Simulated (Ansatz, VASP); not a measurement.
## One calculation of HgPt, two programs

The input INCAR:

```
SYSTEM = HgPt
  PREC = Accurate
  ENCUT = 500
  EDIFF = 1E-6
  ISMEAR = -1
  SIGMA = 0.05
  LREAL = .False.
  LASPH = .True.
  NELM = 120
  ALGO = Normal
  ISIF = 2
  LWAVE = .False.
  LCHARG = .False.
  GGA = CA
  NBANDS = 18
  GGA_COMPAT = .False.
```

The input KPOINTS:

```
regular mesh
0
Gamma
  12 12 9
  0 0 0
```

Contents of POSCAR:

```
HgPt
1.0
    2.9193125982      0.0000000000      0.0000000000
    0.0000000000      2.9193125982      0.0000000000
    0.0000000000      0.0000000000      3.8500433994
Hg Pt
1 1
Direct
    0.0000000000      0.0000000000      0.0000000000
    0.5000000000      0.5000000000      0.5000000000
```

Input for Ansatz:

```yaml
crystal:
  lattice:
    - [2.9193125982, 0.0, 0.0]
    - [0.0, 2.9193125982, 0.0]
    - [0.0, 0.0, 3.8500433994]
  atoms:
    - { symbol: Hg, position: [0.0, 0.0, 0.0] }
    - { symbol: Pt, position: [0.5, 0.5, 0.5] }
kpoints:
  mp_grid: { grid: [12, 12, 9] }
  band_path:
    path:
      - [0.0, 0.0, 0.0]
      - [0.0, 0.5, 0.0]
      - [0.5, 0.5, 0.0]
      - [0.0, 0.0, 0.0]
      - [0.0, 0.0, 0.5]
      - [0.0, 0.5, 0.5]
      - [0.5, 0.5, 0.5]
      - [0.0, 0.0, 0.5]
      - [0.0, 0.5, 0.0]
    npoints: 6
scf:
  occupations: { method: fermi_dirac, width: 0.05 }
hamiltonian:
  xc: lda
  pseudopotentials: { kind: all_electron, lapw: { basis_error: 0.001 } }
output:
  forces: true
  stress: true
  eigenvalues: true
  populations: true
```

Change from the starting cell: volume scaled by 0.9, LAPW.

Alike in both runs: task single point; functional LDA; k mesh 12 × 12 × 9; occupations fermi-dirac, width 0.05 eV; no spin polarisation.

```csv
,VASP,Ansatz
version,VASP 6.6.1,Ansatz 0.2.0
potentials or method,"VASP PAW LDA potentials, release 64 (Hg, Pt), cutoff 500 eV","all-electron LAPW, scalar-relativistic"
```

VASP gave:

```
pressure (GPa)                                                : 6.4
traceless stress, the component that is largest in VASP (GPa) : -0.27
```

**Question.** Which values does Ansatz return?

**Answer.** Pressure (GPa): 4.1; traceless stress, the component that is largest in VASP (GPa): -0.41.

LDA's correlation is that of Perdew and Zunger in VASP and of Perdew and Wang (1992) in Ansatz. Ansatz ran all-electron here, and VASP with PAW potentials.

Spin-orbit coupling is off throughout.
